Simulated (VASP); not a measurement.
## InP: vibrations by perturbation theory with LDA

Crystal: InP.

```
In P
1.0
     2.91366    2.91366    0.00000
    -2.91366    2.91366    0.00000
     0.00000    2.91366    2.91366
In P
1 1
Direct
  0.00000 0.00000 0.00000
  0.75000 0.25000 0.50000
```

```json
{"Program": "VASP 6.6.1", "Task": "vibrations by perturbation theory", "Functional": "LDA", "Potentials or basis": "VASP PAW LDA potentials, release 64 (In_d, P)", "Cutoff": "520 eV", "k mesh": "8 × 8 × 8", "Occupations": "gaussian, width 0.01 eV", "Spin": "no spin polarisation", "Dipole correction": "no", "Further INCAR settings": "ALGO = Normal; EDIFF = 1e-08; NBANDS = 16; IBRION = 8; NSW = 1"}
```

The highest phonon frequency at Γ, LO-TO splitting left out is 303 cm⁻¹.

Phonon frequencies in cm⁻¹ (negative: imaginary):
```csv
q point,frequencies
"(0.000, 0.000, 0.000)",0 0 0 303 303 303
```

Run time: 110 s on 1 thread of Intel(R) Xeon(R) Platinum 8488C (Sapphire Rapids) (shared host), peak memory 0.31 GiB.
